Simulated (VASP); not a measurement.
Write the native input for VASP 6.6.1 that does the following.

| Quantity | Value |
| --- | --- |
| Task | single point |
| Functional | LDA |
| Potentials or basis | VASP PAW LDA potentials, release 64 (C, Ba_sv) |
| Cutoff | 520 eV |
| k mesh | 4 × 4 × 4 |
| Occupations | fermi-dirac, width 0.02 eV |
| Spin | no spin polarisation |
| Dipole correction | no |
| Further INCAR settings | ALGO = Normal; EDIFF = 1e-07; NBANDS = 19 |

The structure of Ba2C lies in POSCAR:

```
Ba2C
1.0
    0.0000000000      3.5066490218      3.5066490218
    3.5066490218      0.0000000000      3.5066490218
    3.5066490218      3.5066490218      0.0000000000
C Ba
1 2
Direct
    0.0000000000      0.0000000000      0.0000000000
    0.2500000000      0.2500000000      0.2500000000
    0.7500000000      0.7500000000      0.7500000000
```

One way to write it, as run:

INCAR

```
SYSTEM = Ba2C
ALGO = Normal ; EDIFF = 1E-7
ENCUT = 520 ; GGA = CA
ISIF = 2 ; ISMEAR = -1
LASPH = .TRUE. ; LCHARG = .TRUE.
LELF = .TRUE. ; LREAL = .FALSE.
LVHAR = .TRUE. ; LWAVE = .FALSE.
NBANDS = 19 ; NELM = 60
PREC = Accurate ; SIGMA = 0.02
```

KPOINTS

```
k-points
0
G
  4 4 4
  0 0 0
```

Potentials or basis: VASP PAW LDA potentials, release 64 (C, Ba_sv).

The run is started by

```sh
$ cat potpaw_LDA.64/C/POTCAR potpaw_LDA.64/Ba_sv/POTCAR > POTCAR
$ mpirun -np 1 vasp_std > vasp.out
```

It gave:

| Quantity | Value |
| --- | --- |
| Pressure | -1.9 GPa |
| Band gap on the k mesh | zero (filled and empty bands touch) |

Caveat: the k points lie up to 0.39 Å⁻¹ apart; the structure was generated, so it needn't be the stable form of Ba2C; spin-orbit coupling is left out, which moves the levels of the heavy elements.

It took 16 s on 1 thread of Intel(R) Xeon(R) Platinum 8259CL CPU @ 2.50GHz (Skylake/Cascade Lake) (shared host), peak memory 0.19 GiB.
